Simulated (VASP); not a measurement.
A run of VASP 6.6.1:

INCAR

```
  PREC = Accurate
  ENCUT = 520
  EDIFF = 1E-6
  ISMEAR = 0
  SIGMA = 0.1
  LREAL = F
  LASPH = T
  NELM = 80
  ALGO = Normal
  ISIF = 2
  LWAVE = F
  LCHARG = F
  LDIPOL = T
  IDIPOL = 3
  DIPOL = 0.5 0.5 0.502
  GGA = PS
  IBRION = 2
  NSW = 90
  EDIFFG = -0.03
```

Contents of KPOINTS:

```
regular mesh
0
Gamma
  9 9 1
```

File POSCAR:

```
Sb3H
1.0
    3.0617437800      0.0000000000      0.0000000000
    0.0000000000      3.0617437800      0.0000000000
    0.0000000000      0.0000000000     25.1234875600
Sb H
3 1
Selective dynamics
Direct
    0.0000000000      0.0000000000      0.3383288240  F F F
    0.0000000000      0.0000000000      0.4559479729  T T T
    0.0000000000      0.0000000000      0.5735446942  T T T
    0.0000000000      0.0000000000      0.6412104590  T T T
```

Potentials or basis: VASP PAW PBE potentials, release 64 (Sb, H).

Run with:

```sh
$ cat potpaw_PBE.64/Sb/POTCAR potpaw_PBE.64/H/POTCAR > POTCAR
$ mpirun -np 1 vasp_std > vasp.out
```

Hardware: 1 thread of Intel(R) Xeon(R) Platinum 8488C (Sapphire Rapids), on a shared host.

Question: Estimate the wall time of this run.

Answer: It took 6.8 min on 1 thread of Intel(R) Xeon(R) Platinum 8488C (Sapphire Rapids), on a shared host, peak memory 0.34 GiB. Counts: scf iterations 185, k points 15, ion steps 21.
